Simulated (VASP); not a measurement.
# InAs (sol) (F-43m) in VASP: further runs

The runs below take InAs (sol) through single point, relaxation of cell and atoms, with PBEsol.

Everything below comes from runs of VASP 6.6.1. Logs are shortened: lines on timing, memory, paths and dates and some standing lists are left out, and cuts for length are marked.

## 1. The cell of the first run

Symmetry: F-43m, No. 216, cubic system. Conventional cell: a = 6.058 Å, b = 6.058 Å, c = 6.058 Å, α = 90.00°, β = 90.00°, γ = 90.00°. Within 3.5 Å of In (site symmetry -43m) lie 4 As at 2.62 Å. As (site symmetry -43m) has 4 In at 2.62 Å within 3.5 Å.

## 2. Single point, PBEsol

Input file INCAR:

```
PREC = Accurate
ENCUT = 520
EDIFF = 1E-7
ISMEAR = 0
SIGMA = 0.1
LREAL = False
LASPH = True
NELM = 60
ALGO = Normal
ISIF = 2
LWAVE = False
LCHARG = False
GGA = PS
NBANDS = 16
```

Input file KPOINTS:

```
Automatic mesh
0
Gamma
  6 6 6
```

Input file POSCAR:

```
InAs
1.0
    0.0000000000      3.0290000000      3.0290000000
    3.0290000000      0.0000000000      3.0290000000
    3.0290000000      3.0290000000      0.0000000000
In As
1 1
Direct
    0.0000000000      0.0000000000      0.0000000000
    0.2500000000      0.2500000000      0.2500000000
```

Potentials or basis: VASP PAW PBE potentials, release 64 (In_d, As).

The run is started by

```bash
> cat potpaw_PBE.64/In_d/POTCAR potpaw_PBE.64/As/POTCAR > POTCAR
> mpirun -np 1 vasp_std > vasp.out
```

OUTCAR:

```text
PREC = Accurate
   ENCUT = 520
   EDIFF = 1E-7
   ISMEAR = 0
   LREAL = False
   LASPH = True
   NELM = 60
   ISIF = 2
   GGA = PS

 ion  position               nearest neighbor table
   1  0.000  0.000  0.000-   2 2.62   2 2.62   2 2.62   2 2.62
   2  0.250  0.250  0.250-   1 2.62   1 2.62   1 2.62   1 2.62

  LATTYP: Found a face centered cubic cell.
 ALAT       =     6.0580000000

  Lattice vectors:

 A1 = (   0.0000000000,   3.0290000000,   3.0290000000)
 A2 = (   3.0290000000,   0.0000000000,   3.0290000000)
 A3 = (   3.0290000000,   3.0290000000,   0.0000000000)

Analysis of symmetry for initial positions (statically):
[... 5 lines left out ...]
 face centered cubic supercell.

 Subroutine GETGRP returns: Found 24 space group operations
 (whereof 24 operations were pure point group operations)
 out of a pool of 48 trial point group operations.

The static configuration has the point symmetry T_d .

Analysis of symmetry for dynamics (positions and initial velocities):
[... 5 lines left out ...]
 face centered cubic supercell.

 Subroutine GETGRP returns: Found 24 space group operations
 (whereof 24 operations were pure point group operations)
 out of a pool of 48 trial point group operations.

The dynamic configuration has the point symmetry T_d .

 Subroutine INISYM returns: Found 24 space group operations
 (whereof 24 operations are pure point group operations),
 and found     1 'primitive' translations

----------------------------------------------------------------------------------------

                                     Primitive cell

  volume of cell :      55.5812

  direct lattice vectors                    reciprocal lattice vectors
     0.000000000  3.029000000  3.029000000    -0.165070981  0.165070981  0.165070981
     3.029000000  0.000000000  3.029000000     0.165070981 -0.165070981  0.165070981
     3.029000000  3.029000000  0.000000000     0.165070981  0.165070981 -0.165070981

  length of vectors
     4.283652880  4.283652880  4.283652880     0.285911325  0.285911325  0.285911325

  position of ions in fractional coordinates (direct lattice)
     0.000000000  0.000000000  0.000000000
     0.250000000  0.250000000  0.250000000

  ion indices of the primitive-cell ions
   primitive index   ion index
                 1           1
                 2           2

----------------------------------------------------------------------------------------

 KPOINTS: Automatic mesh

Automatic generation of k-mesh.
 Grid dimensions read from file:
 generate k-points for:    6    6    6

 Generating k-lattice:

  Cartesian coordinates                     Fractional coordinates (reciprocal lattice)
    -0.027511830  0.027511830  0.027511830     0.166666667  0.000000000  0.000000000
     0.027511830 -0.027511830  0.027511830     0.000000000  0.166666667  0.000000000
     0.027511830  0.027511830 -0.027511830     0.000000000  0.000000000  0.166666667

  Length of vectors
     0.047651888  0.047651888  0.047651888

  Shift w.r.t. Gamma in fractional coordinates (k-lattice)
     0.000000000  0.000000000  0.000000000

 Subroutine IBZKPT returns following result:
 ===========================================

 Found     16 irreducible k-points:

 Following reciprocal coordinates:
            Coordinates               Weight
  0.000000  0.000000  0.000000      1.000000
  0.166667  0.000000  0.000000      8.000000
  0.333333  0.000000  0.000000      8.000000
  0.500000  0.000000  0.000000      4.000000
  0.166667  0.166667  0.000000      6.000000
  0.333333  0.166667  0.000000     24.000000
[... 8 lines left out ...]
 -0.333333  0.333333  0.166667     24.000000
 -0.333333  0.500000  0.166667     12.000000
   k-points           NKPTS =     16   k-points in BZ     NKDIM =     16   number of bands    NBANDS=     16
   number of dos      NEDOS =    301   number of ions     NIONS =      2
   total plane-waves  NPLWV =  32768
   dimension x,y,z NGX =    32 NGY =   32 NGZ =   32
   dimension x,y,z NGXF=    64 NGYF=   64 NGZF=   64
   ions per type =               1   1
   NGX,Y,Z   is equivalent  to a cutoff of  12.42, 12.42, 12.42 a.u.
   NGXF,Y,Z  is equivalent  to a cutoff of  24.84, 24.84, 24.84 a.u.
 SYSTEM =  unknown system
   PREC   = accura    normal or accurate (medium, high low for compatibility)
   ISTART =      0    job   : 0-new  1-cont  2-samecut
   ICHARG =      2    charge: 1-file 2-atom 10-const
   ISPIN  =      1    spin polarized calculation?
   LNONCOLLINEAR =      F non collinear calculations
   LSORBIT =      F    spin-orbit coupling
   LASPH  =      T    aspherical Exc in radial PAW
   ENCUT  =  520.0 eV  38.22 Ry    6.18 a.u.   7.96  7.96  7.96*2*pi/ulx,y,z
   NELM   =     60;   NELMIN=  2; NELMDL= -5     # of ELM steps
   EDIFF  = 0.1E-06   stopping-criterion for ELM
   LREAL  =      F    real-space projection
   EDIFFG = 0.1E-05   stopping-criterion for IOM
   NSW    =      0    number of steps for IOM
   IBRION =     -1    ionic relax: 0-MD 1-quasi-New 2-CG
   NFREE  =      0    steps in history (QN), initial steepest desc. (CG)
   ISIF   =      2    stress and relaxation
   ISYM   =      2    0-nonsym 1-usesym 2-fastsym
   POTIM  = 0.5000    time-step for ionic-motion
   TEBEG  =    0.0;   TEEND  =   0.0 temperature during run
   PSTRESS=    0.0 pullay stress
   NELECT =      18.0000    total number of electrons
   NUPDOWN=      -1.0000    fix difference up-down
   EMIN   =  10.00;   EMAX   =-10.00  energy-range for DOS
   EFERMI =   0.00;   METHOD = LEGACY
   ISMEAR =     0;   SIGMA  =   0.10  broadening in eV -4-tet -1-fermi 0-gaus
   EFERMI_NEDOS =   21; number of points for ismear=-14 and -15
   IALGO  =     38    algorithm
   IMIX   =      4    mixing-type and parameters
     AMIX     =   0.40;   BMIX     =  1.00
     AMIX_MAG =   1.60;   BMIX_MAG =  1.00
  volume/ion in A,a.u.               =      27.79       187.54
  Fermi-wavevector in a.u.,A,eV,Ry     =   1.124233  2.124493 17.196406  1.263900
  Thomas-Fermi vector in A             =   2.260904
   LORBIT       =      0    0 simple, 1 ext, 2 COOP (PROOUT), +10 PAW based schemes
   GGA     = PS    functional components
   LHFCALC =     F    Hartree Fock is set to
   AEXX    =    0.0000 exact exchange contribution
   IVDW    =     0    specifies the selected vdW correction
   LEPSILON=     F    determine dielectric tensor
   LRPA    =     F    only Hartree local field effects (RPA)
 non-spin polarized calculation
 Gauss-broadening in eV      SIGMA  =   0.10
  energy-cutoff  :      520.00
  volume of cell :       55.58
 maximum number of plane-waves:      1524
   NGX = 15   NGY = 15   NGZ = 15

 number of electron      17.9999990 magnetization

 Free energy of the ion-electron system (eV)
  ---------------------------------------------------
  ext. energy  EPLUGINS =         0.00000000
  ---------------------------------------------------
  free energy    TOTEN  =        -8.46850193 eV

  energy without entropy =       -8.46778773  energy(sigma->0) =       -8.46814483

 E-fermi :   4.3563     XC(G=0):  -9.2574

 val. band max:        4.3258294292   @ k =   0.0000   0.0000   0.0000
 cond. band min:       5.1842525013   @ k =   0.5000   0.0000   0.0000
 fundamental gap:      0.8584230721
 Fermi energy:         4.3562869526

 k-point     1 :       0.0000    0.0000    0.0000
  band No.  band energies     occupation
      1     -10.0035      2.00000
      2     -10.0035      2.00000
      3     -10.0035      2.00000
      4      -9.8781      2.00000
      5      -9.8781      2.00000
      6      -7.5294      2.00000
[... 8 lines left out ...]
     15      13.9728      0.00000
     16      13.9728      0.00000

 k-point     2 :       0.1667    0.0000    0.0000
  band No.  band energies     occupation
      1     -10.0377      2.00000
      2      -9.9937      2.00000
      3      -9.9937      2.00000
      4      -9.8782      2.00000
      5      -9.8782      2.00000
      6      -7.2471      2.00000
[... 8 lines left out ...]
     15      12.8514      0.00000
     16      12.8514      0.00000

 k-point     3 :       0.3333    0.0000    0.0000
  band No.  band energies     occupation
      1     -10.0997      2.00000
      2      -9.9778      2.00000
      3      -9.9778      2.00000
      4      -9.8744      2.00000
      5      -9.8744      2.00000
      6      -6.5450      2.00000
[... 8 lines left out ...]
     15      13.3291      0.00000
     16      13.3291      0.00000

 k-point     4 :       0.5000    0.0000    0.0000
  band No.  band energies     occupation
      1     -10.1282      2.00000
      2      -9.9721      2.00000
      3      -9.9721      2.00000
      4      -9.8701      2.00000
      5      -9.8701      2.00000
      6      -6.0593      2.00000
[... 8 lines left out ...]
     15      14.9985      0.00000
     16      14.9985      0.00000

 k-point     5 :       0.1667    0.1667    0.0000
  band No.  band energies     occupation
      1     -10.0579      2.00000
      2      -9.9839      2.00000
      3      -9.9839      2.00000
      4      -9.8863      2.00000
      5      -9.8725      2.00000
      6      -7.1543      2.00000
[... 8 lines left out ...]
     15      13.5907      0.00000
     16      14.2701      0.00000

 k-point     6 :       0.3333    0.1667    0.0000
  band No.  band energies     occupation
      1     -10.1070      2.00000
      2      -9.9697      2.00000
      3      -9.9657      2.00000
      4      -9.8902      2.00000
      5      -9.8677      2.00000
      6      -6.5849      2.00000
[... 8 lines left out ...]
     15      14.2499      0.00000
     16      14.4012      0.00000
[... 115 lines left out ...]
 k-point    13 :       0.5000    0.5000    0.0000
  band No.  band energies     occupation
      1     -10.1869      2.00000
      2      -9.9223      2.00000
      3      -9.9223      2.00000
      4      -9.9169      2.00000
      5      -9.8554      2.00000
      6      -5.5184      2.00000
[... 8 lines left out ...]
     15      15.7962      0.00000
     16      16.4602      0.00000

 k-point    14 :       0.5000    0.3333    0.1667
  band No.  band energies     occupation
      1     -10.1412      2.00000
      2      -9.9595      2.00000
      3      -9.9471      2.00000
      4      -9.8934      2.00000
      5      -9.8668      2.00000
      6      -6.0133      2.00000
[... 8 lines left out ...]
     15      14.8330      0.00000
     16      16.1892      0.00000

 k-point    15 :      -0.3333    0.3333    0.1667
  band No.  band energies     occupation
      1     -10.1537      2.00000
      2      -9.9591      2.00000
      3      -9.9389      2.00000
      4      -9.8892      2.00000
      5      -9.8706      2.00000
      6      -5.6400      2.00000
[... 8 lines left out ...]
     15      15.0592      0.00000
     16      16.0357      0.00000

 k-point    16 :      -0.3333    0.5000    0.1667
  band No.  band energies     occupation
      1     -10.1699      2.00000
      2      -9.9456      2.00000
      3      -9.9285      2.00000
      4      -9.9002      2.00000
      5      -9.8648      2.00000
      6      -5.4796      2.00000
[... 8 lines left out ...]
     15      15.8927      0.00000
     16      16.0546      0.00000

------------------------ aborting loop because EDIFF is reached ----------------------------------------

  FORCE on cell =-STRESS in cart. coord.  units (eV):
  Direction    XX          YY          ZZ          XY          YZ          ZX
  --------------------------------------------------------------------------------------
  -------------------------------------------------------------------------------------
  Total        0.3470841      0.3470841      0.3470841      0.0000000     -0.0000000      0.0000000
  in kB       10.0050098     10.0050098     10.0050098      0.0000000     -0.0000000      0.0000000
  external PRESSURE =      10.0050098 kB  Pullay stress =       0.0000000 kB

 VOLUME and BASIS-vectors are now :
 -----------------------------------------------------------------------------
  energy-cutoff  :      520.00
  volume of cell :       55.58
      direct lattice vectors                 reciprocal lattice vectors
     0.000000000  3.029000000  3.029000000    -0.165070981  0.165070981  0.165070981
     3.029000000  0.000000000  3.029000000     0.165070981 -0.165070981  0.165070981
     3.029000000  3.029000000  0.000000000     0.165070981  0.165070981 -0.165070981

 POSITION                                       TOTAL-FORCE (eV/Angst)
 -----------------------------------------------------------------------------------
      0.00000      0.00000      0.00000         0.000000      0.000000      0.000000
      1.51450      1.51450      1.51450        -0.000000     -0.000000     -0.000000
 -----------------------------------------------------------------------------------
    total drift:                               -0.000000     -0.000000     -0.000000

  FREE ENERGIE OF THE ION-ELECTRON SYSTEM (eV)
  ---------------------------------------------------
  free  energy   TOTEN  =        -8.4685019348 eV

  energy  without entropy=       -8.4677877308  energy(sigma->0) =       -8.46814483
```

Run time: 22 s. Hardware: 1 thread of AMD EPYC 7R13, shared host; peak memory 0.15 GiB.

Results:

```
Free energy            : -8.4685 eV
Pressure               : 1.0 GPa
Band gap on the k mesh : zero (filled and empty bands touch)
```

Caveat: the PAW data sets were made with another functional, which shifts forces and pressure a little; spin-orbit coupling is left out, which moves the levels of the heavy elements.

## 3. Single point, PBEsol

This run uses another cell than the first one, of 28.20 Å³/atom, 1.015 times its volume.

Edit INCAR of step 2 so:

```diff
@@ -2,3 +2,3 @@
 ENCUT = 520
-EDIFF = 1E-7
+EDIFF = 1E-6
 ISMEAR = 0
@@ -7,3 +7,3 @@
 LASPH = True
-NELM = 60
+NELM = 80
 ALGO = Normal
```

Input file KPOINTS:

```
Automatic mesh
0
Gamma
  10 10 10
```

Input file POSCAR:

```
InAs
1.0
    0.0000000000      3.0438914431      3.0438914431
    3.0438914431      0.0000000000      3.0438914431
    3.0438914431      3.0438914431      0.0000000000
In As
1 1
Direct
    0.0000000000      0.0000000000      0.0000000000
    0.2500000000      0.2500000000      0.2500000000
```

Potentials or basis: VASP PAW PBE potentials, release 64 (In_d, As).

The run is started by

```bash
> cat potpaw_PBE.64/In_d/POTCAR potpaw_PBE.64/As/POTCAR > POTCAR
> mpirun -np 1 vasp_std > vasp.out
```

It took 51 s on 1 thread of AMD EPYC 7R13, shared host; peak memory 0.17 GiB.

It converged, with:

- Free energy: -8.4900 eV
- Pressure: 0.1 GPa
- Band gap on the k mesh: zero (filled and empty bands touch)

Levels at points of the mesh, in eV from the Fermi level:
| k point | band 6 | band 7 | band 8 | band 9 | band 10 | band 11 | band 12 | band 13 |
| --- | --- | --- | --- | --- | --- | --- | --- | --- |
| (0.00, 0.00, 0.00) | -11.80 | -0.43 | -0.04 | -0.04 | -0.04 | 3.80 | 3.80 | 3.80 |
| (0.50, 0.00, 0.00) | -10.38 | -5.76 | -1.01 | -1.01 | 0.79 | 4.57 | 4.57 | 6.65 |
| (0.50, 0.50, 0.00) | -9.86 | -5.84 | -2.32 | -2.32 | 1.43 | 1.94 | 8.90 | 9.04 |

Caveat: the PAW data sets were made with another functional, which shifts forces and pressure a little; spin-orbit coupling is left out, which moves the levels of the heavy elements.

## 4. Single point, PBEsol

This run uses another cell than the first one, of 28.20 Å³/atom, 1.015 times its volume.

Input file INCAR:

```
SYSTEM = InAs
ALGO     = Normal         ! electronic algorithm
EDIFF    = 1E-6           ! SCF threshold, eV
ENCUT    = 520            ! plane-wave cutoff, eV
GGA      = PS             ! functional
ISIF     = 2              ! what is computed and relaxed
ISMEAR   = 0              ! smearing method
LASPH    = .True.         ! aspherical terms in the spheres
LCHARG   = .False.        ! write CHGCAR
LREAL    = .False.        ! projectors in reciprocal space
LWAVE    = .False.        ! write WAVECAR
NBANDS   = 16             ! bands
NELM     = 80             ! most SCF steps
PREC     = Accurate       ! precision mode
SIGMA    = 0.01           ! smearing width, eV
```

Input file KPOINTS:

```
k-points
0
Gamma
  10 10 10
  0 0 0
```

POSCAR is that of step 3.

The run is started by

```bash
> cat potpaw_PBE.64/In_d/POTCAR potpaw_PBE.64/As/POTCAR > POTCAR
> mpirun -np 1 vasp_std > vasp.out
```

Wall time 55 s (1 thread of AMD EPYC 7R13, shared host); peak memory 0.17 GiB.

It converged, with:

* Free energy: -8.4898 eV
* Pressure: 0.1 GPa
* Band gap on the k mesh: zero (filled and empty bands touch)

Levels at points of the mesh, in eV from the Fermi level:
```csv
k point,band 6,band 7,band 8,band 9,band 10,band 11,band 12,band 13
"(0.00, 0.00, 0.00)",-11.76,-0.39,0.00,0.00,0.00,3.84,3.84,3.84
"(0.50, 0.00, 0.00)",-10.34,-5.72,-0.97,-0.97,0.83,4.61,4.61,6.69
"(0.50, 0.50, 0.00)",-9.82,-5.80,-2.28,-2.28,1.47,1.97,8.94,9.08
```

Caveat: the PAW data sets were made with another functional, which shifts forces and pressure a little; spin-orbit coupling is left out, which moves the levels of the heavy elements.

(Continued in part 2 of 2.)
